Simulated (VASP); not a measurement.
TiO2, 6 atoms in the cell. It takes space group I4_1/amd (No. 141, tetragonal). The conventional cell has a = 3.778 Å, b = 3.778 Å, c = 9.583 Å, α = 90.00°, β = 90.00°, γ = 90.00°. Within 2.6 Å of Ti (site symmetry -4m2) lie 6 O at 1.93 to 1.99 Å. Within 2.6 Å of O (site symmetry 2mm) lie 3 Ti at 1.93 to 1.99 Å and 2 O at 2.46 Å. 

```yaml
Program: VASP 6.6.1
Task: single point
Functional: r2SCAN
Potentials_or_basis: VASP PAW PBE potentials, release 64 (Ti_sv, O)
Cutoff: 520 eV
k_mesh: 10 × 10 × 10
Occupations: gaussian, width 0.01 eV
Spin: no spin polarisation
Dipole_correction: no
Further_INCAR_settings: ALGO = Normal; EDIFF = 1e-06; NBANDS = 33
```

Potentials or basis: VASP PAW PBE potentials, release 64 (Ti_sv, O).

Command:

```sh
$ cat potpaw_PBE.64/Ti_sv/POTCAR potpaw_PBE.64/O/POTCAR > POTCAR
$ cp INCAR.step1 INCAR
$ mpirun -np 1 vasp_std > vasp.out
$ cp INCAR.step2 INCAR
$ mpirun -np 1 vasp_std > vasp.out
```

Hardware: 1 thread of Intel Xeon 8259CL, with other jobs on the host.

Q: Estimate the wall time of this run.

A: It took 30 min on 1 thread of Intel Xeon 8259CL (shared host), peak memory 0.39 GiB. Counts: k points 102.
